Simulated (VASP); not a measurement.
# AlCu (Pm-3m) in VASP: single point with r2SCAN

Aim: the single point of AlCu with r2SCAN.

All numbers are computed with VASP 6.6.1; they aren't measurements. Logs are shortened: lines on timing, memory, paths and dates and some standing lists are left out, and cuts for length are marked.

## Step 1: The cell of the first run

The structure is cubic, space group Pm-3m (No. 221). Conventional cell: a = 2.998 Å, b = 2.998 Å, c = 2.998 Å, α = 90.00°, β = 90.00°, γ = 90.00°. Within 3.4 Å of Al (site symmetry m-3m) lie 8 Cu at 2.60 Å and 6 Al at 3.00 Å. Within 3.4 Å of Cu (site symmetry m-3m) lie 8 Al at 2.60 Å and 6 Cu at 3.00 Å.

## Step 2: Single point, r2SCAN

Contents of POSCAR:

```
AlCu
1.0
    2.9975090000      0.0000000000      0.0000000000
    0.0000000000      2.9975090000      0.0000000000
    0.0000000000      0.0000000000      2.9975090000
Al Cu
1 1
Direct
    0.0000000000      0.0000000000      0.0000000000
    0.5000000000      0.5000000000      0.5000000000
```

Contents of INCAR.step1:

```
SYSTEM = AlCu
  ALGO = Normal
  EDIFF = 1E-5
  ENCUT = 660
  GGA = PE
  GGA_COMPAT = .False.
  ISMEAR = -1
  LASPH = .True.
  LCHARG = .False.
  LREAL = .False.
  LWAVE = .True.
  NBANDS = 14
  NELM = 120
  PREC = Accurate
  SIGMA = 0.01
```

Contents of INCAR.step2:

```
SYSTEM = AlCu
  ALGO = Normal
  EDIFF = 1E-6
  ENCUT = 660
  GGA_COMPAT = .False.
  ISIF = 2
  ISMEAR = -1
  ISTART = 1
  LASPH = .True.
  LCHARG = .True.
  LELF = .True.
  LMIXTAU = .True.
  LREAL = .False.
  LVHAR = .True.
  LWAVE = .False.
  METAGGA = R2SCAN
  NBANDS = 14
  NELM = 120
  PREC = Accurate
  SIGMA = 0.01
```

Contents of KPOINTS:

```
k-points
0
Gamma
  6 6 6
  0 0 0
```

Potentials or basis: VASP PAW PBE potentials, release 64 (Al, Cu).

Command:

```
> cat potpaw_PBE.64/Al/POTCAR potpaw_PBE.64/Cu/POTCAR > POTCAR
> cp INCAR.step1 INCAR
> mpirun -np 1 vasp_std > vasp.out
> cp INCAR.step2 INCAR
> mpirun -np 1 vasp_std > vasp.out
```

OUTCAR:

```text
SYSTEM = AlCu
   EDIFF = 1E-6
   ENCUT = 660
   ISIF = 2
   ISMEAR = -1
   ISTART = 1
   LASPH = .True.
   LREAL = .False.
   METAGGA = R2SCAN
   NELM = 120
   PREC = Accurate

 ion  position               nearest neighbor table
   1  0.000  0.000  0.000-   2 2.60   2 2.60   2 2.60   2 2.60   2 2.60   2 2.60   2 2.60   2 2.60

   2  0.500  0.500  0.500-   1 2.60   1 2.60   1 2.60   1 2.60   1 2.60   1 2.60   1 2.60   1 2.60

  LATTYP: Found a simple cubic cell.
 ALAT       =     2.9975090000

  Lattice vectors:

 A1 = (   2.9975090000,   0.0000000000,   0.0000000000)
 A2 = (   0.0000000000,   2.9975090000,   0.0000000000)
 A3 = (   0.0000000000,   0.0000000000,   2.9975090000)

Analysis of symmetry for initial positions (statically):
=====================================================================
 Subroutine PRICEL returns:
 Original cell was already a primitive cell.

 Routine SETGRP: Setting up the symmetry group for a
 simple cubic supercell.

 Subroutine GETGRP returns: Found 48 space group operations
 (whereof 48 operations were pure point group operations)
 out of a pool of 48 trial point group operations.

The static configuration has the point symmetry O_h .

Analysis of symmetry for dynamics (positions and initial velocities):
=====================================================================
 Subroutine PRICEL returns:
 Original cell was already a primitive cell.

 Routine SETGRP: Setting up the symmetry group for a
 simple cubic supercell.

 Subroutine GETGRP returns: Found 48 space group operations
 (whereof 48 operations were pure point group operations)
 out of a pool of 48 trial point group operations.

The dynamic configuration has the point symmetry O_h .

 Subroutine INISYM returns: Found 48 space group operations
 (whereof 48 operations are pure point group operations),
 and found     1 'primitive' translations

----------------------------------------------------------------------------------------

                                     Primitive cell

  volume of cell :      26.9328

  direct lattice vectors                    reciprocal lattice vectors
     2.997509000  0.000000000  0.000000000     0.333610341  0.000000000  0.000000000
     0.000000000  2.997509000  0.000000000     0.000000000  0.333610341  0.000000000
     0.000000000  0.000000000  2.997509000     0.000000000  0.000000000  0.333610341

  length of vectors
     2.997509000  2.997509000  2.997509000     0.333610341  0.333610341  0.333610341

[... 84 lines left out ...]
   TEBEG  =    0.0;   TEEND  =   0.0 temperature during run
   PSTRESS=    0.0 pullay stress
   NELECT =      14.0000    total number of electrons
   NUPDOWN=      -1.0000    fix difference up-down
   EMIN   =  10.00;   EMAX   =-10.00  energy-range for DOS
   EFERMI =   0.00;   METHOD = LEGACY
   ISMEAR =    -1;   SIGMA  =   0.01  broadening in eV -4-tet -1-fermi 0-gaus
   EFERMI_NEDOS =   21; number of points for ismear=-14 and -15
   IALGO  =     38    algorithm
   IMIX   =      4    mixing-type and parameters
     AMIX     =   0.40;   BMIX     =  1.00
     AMIX_MAG =   1.60;   BMIX_MAG =  1.00
  volume/ion in A,a.u.               =      13.47        90.88
  Fermi-wavevector in a.u.,A,eV,Ry     =   1.316306  2.487459 23.574307  1.732663
  Thomas-Fermi vector in A             =   2.446428
   LORBIT       =      0    0 simple, 1 ext, 2 COOP (PROOUT), +10 PAW based schemes
   METAGGA = R2SCAN    functional components
   LHFCALC =     F    Hartree Fock is set to
   AEXX    =    0.0000 exact exchange contribution
   IVDW    =     0    specifies the selected vdW correction
   LEPSILON=     F    determine dielectric tensor
   LRPA    =     F    only Hartree local field effects (RPA)
 non-spin polarized calculation
  energy-cutoff  :      660.00
  volume of cell :       26.93
 maximum number of plane-waves:      1064
 NGX is ok and might be reduce to    28
   NGX = 13   NGY = 13   NGZ = 13

 number of electron      13.9999992 magnetization

 Free energy of the ion-electron system (eV)
  ---------------------------------------------------
  ext. energy  EPLUGINS =         0.00000000
  ---------------------------------------------------
  free energy    TOTEN  =       -17.88146891 eV

  energy without entropy =      -17.88044747  energy(sigma->0) =      -17.88095819

 E-fermi :   9.0714     XC(G=0): -12.4280

 val. band max:        9.0003507736   @ k =   0.5000   0.5000   0.3333
 cond. band min:       9.0738604673   @ k =   0.3333   0.3333   0.3333
 fundamental gap:      0.0735096938
 Fermi energy:         9.0713643564

 k-point     1 :       0.0000    0.0000    0.0000
  band No.  band energies     occupation
      1      -3.1024      2.00000
      2       3.9155      2.00000
      3       3.9155      2.00000
      4       5.0060      2.00000
      5       5.0060      2.00000
      6       5.0060      2.00000
      7      13.1212      0.00000
      8      13.1212      0.00000
      9      13.1212      0.00000
     10      15.4818      0.00000
     11      15.4818      0.00000
     12      20.1099      0.00000
     13      28.3771      0.00000
     14      28.3771      0.00000
[... 309 lines left out ...]
      1       3.3531      2.00000
      2       3.3531      2.00000
      3       3.3531      2.00000
      4       5.3691      2.00000
      5       5.3691      2.00000
      6       9.7451      0.00000
      7       9.7451      0.00000
      8       9.7451      0.00000
      9      11.2506      0.00000
     10      11.2506      0.00000
     11      11.2506      0.00000
     12      11.4177      0.00000
     13      13.9971      0.00000
     14      35.0896      0.00000

------------------------ aborting loop because EDIFF is reached ----------------------------------------

  FORCE on cell =-STRESS in cart. coord.  units (eV):
  Direction    XX          YY          ZZ          XY          YZ          ZX
  --------------------------------------------------------------------------------------
  -------------------------------------------------------------------------------------
  Total       -0.7992219     -0.7992219     -0.7992219      0.0000000      0.0000000      0.0000000
  in kB      -47.5440814    -47.5440814    -47.5440814      0.0000000      0.0000000      0.0000000
  external PRESSURE =     -47.5440814 kB  Pullay stress =       0.0000000 kB

 VOLUME and BASIS-vectors are now :
 -----------------------------------------------------------------------------
  energy-cutoff  :      660.00
  volume of cell :       26.93
      direct lattice vectors                 reciprocal lattice vectors
     2.997509000  0.000000000  0.000000000     0.333610341  0.000000000  0.000000000
     0.000000000  2.997509000  0.000000000     0.000000000  0.333610341  0.000000000
     0.000000000  0.000000000  2.997509000     0.000000000  0.000000000  0.333610341

 POSITION                                       TOTAL-FORCE (eV/Angst)
 -----------------------------------------------------------------------------------
      0.00000      0.00000      0.00000         0.000000      0.000000      0.000000
      1.49875      1.49875      1.49875         0.000000      0.000000      0.000000
 -----------------------------------------------------------------------------------
    total drift:                                0.000000      0.000000      0.000000

  FREE ENERGIE OF THE ION-ELECTRON SYSTEM (eV)
  ---------------------------------------------------
  free  energy   TOTEN  =       -17.8814689051 eV

  energy  without entropy=      -17.8804474719  energy(sigma->0) =      -17.88095819
```

OSZICAR.step1:

```text
N       E                     dE             d eps       ncg     rms          rms(c)
DAV:   1     0.586093776302E+02    0.58609E+02   -0.70659E+03   576   0.152E+03
DAV:   2    -0.687270293193E+01   -0.65482E+02   -0.58873E+02   584   0.232E+02
DAV:   3    -0.955464393575E+01   -0.26819E+01   -0.26024E+01   730   0.499E+01
DAV:   4    -0.960319016290E+01   -0.48546E-01   -0.48506E-01   708   0.536E+00
DAV:   5    -0.960473151153E+01   -0.15413E-02   -0.15413E-02   798   0.964E-01    0.120E+01
DAV:   6    -0.103149957532E+02   -0.71026E+00   -0.39429E+01   644   0.156E+02    0.968E+00
DAV:   7    -0.782181250673E+01    0.24932E+01   -0.76092E+00   680   0.728E+01    0.129E+00
DAV:   8    -0.778337436243E+01    0.38438E-01   -0.54142E-01   734   0.170E+01    0.114E+00
DAV:   9    -0.776387545470E+01    0.19499E-01   -0.68822E-02   756   0.597E+00    0.779E-02
DAV:  10    -0.776395037320E+01   -0.74918E-04   -0.11221E-03   646   0.272E-01    0.650E-02
DAV:  11    -0.776387585119E+01    0.74522E-04   -0.30489E-04   782   0.434E-01    0.388E-03
DAV:  12    -0.776387617577E+01   -0.32458E-06   -0.72701E-06   346   0.438E-02
   1 F= -.77638762E+01 E0= -.77636621E+01  d E =-.428091E-03
```

Wall time 31 s (1 thread of Intel Xeon 6975P-C, shared host); peak memory 0.17 GiB.

Results:

```yaml
Free_energy: -17.8815 eV
Pressure: -4.8 GPa
Band_gap_on_the_k_mesh: zero (band 7 reaches 13.12 eV, above the bottom of band 8 at 8.19 eV)
```

Levels at points of the mesh, in eV from the Fermi level:
```
           k point  band 4  band 5  band 6  band 7  band 8  band 9  band 10  band 11
(0.00, 0.00, 0.00)   -4.07   -4.07   -4.07    4.05    4.05    4.05     6.41     6.41
(0.50, 0.00, 0.00)   -4.52   -4.52   -4.01   -3.35    7.43    8.45     8.45     9.02
(0.50, 0.50, 0.00)   -4.41   -4.06   -4.06   -3.72   -0.88   -0.09    10.89    13.37
(0.50, 0.50, 0.50)   -3.70   -3.70    0.67    0.67    0.67    2.18     2.18     2.18
```

Caveat: the PAW data sets were made with another functional, which shifts forces and pressure a little.
